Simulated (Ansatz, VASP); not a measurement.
InAs: VASP beside Ansatz

```xyz
2
Lattice="0.0000 2.8414 2.8414 2.8414 0.0000 2.8414 2.8414 2.8414 0.0000" Properties=species:S:1:pos:R:3 pbc="T T T"
In    0.0000    0.0000    0.0000
As    2.8414    2.8414    2.8414
```

Alike in both runs: task single point; functional PBE; k mesh 8 × 8 × 8; occupations fermi-dirac, width 0.02 eV; no spin polarisation.

|  | VASP | Ansatz |
| --- | --- | --- |
| version | VASP 6.6.1 | Ansatz 0.2.0 |
| potentials or method | VASP PAW PBE potentials, release 64 (In_d, As) | plane waves, PAW |
| plane-wave cutoff (eV) | 500 | 420 |
| valence electrons in the cell | 18 | 28 |

```csv
,VASP,Ansatz,Ansatz less VASP
pressure (GPa),2.5,2.5,-0.06
```

VASP's potentials hold 18 valence electrons a cell and Ansatz's 28, so a difference there can come from the potentials and not from the codes.
